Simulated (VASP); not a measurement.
Input of a VASP 6.6.1 run:

File INCAR:

```
SYSTEM = CaS
  ALGO = Normal
  EDIFF = 1E-7
  EDIFFG = -0.002
  ENCUT = 500
  GGA = CA
  GGA_COMPAT = .False.
  IBRION = 2
  ISIF = 3
  ISMEAR = 0
  LASPH = .True.
  LCHARG = .False.
  LREAL = .False.
  LWAVE = .False.
  NELM = 120
  NELMIN = 4
  NSW = 100
  PREC = Accurate
  SIGMA = 0.02
```

Contents of KPOINTS:

```
k-points
0
Gamma
  8 8 8
  0 0 0
```

File POSCAR:

```
CaS
1.0
    0.0000000000      2.8523742900      2.8523742900
    2.8523742900      0.0000000000      2.8523742900
    2.8523742900      2.8523742900      0.0000000000
Ca S
1 1
Direct
    0.0000000000      0.0000000000      0.0000000000
    0.5000000000      0.5000000000      0.5000000000
```

Potentials or basis: VASP PAW LDA potentials, release 64 (Ca_sv, S).

The run is started by

```bash
$ cat potpaw_LDA.64/Ca_sv/POTCAR potpaw_LDA.64/S/POTCAR > POTCAR
$ mpirun -np 1 vasp_std > vasp.out
```

(1) Estimate the relaxed volume.

(2) What does it give for the relaxed cell?

(3) What does it give for the band gap on the k mesh?

(4) Predict the space group after relaxing (to 0.05 Å).

Results:

(1) 21.61 Å³/atom.

(2) a = 3.939 Å, b = 3.939 Å, c = 3.939 Å, α = 60.00°, β = 60.00°, γ = 60.00°.

(3) 1.97 eV, indirect (least direct gap 2.84 eV).

(4) Fm-3m (No. 225).
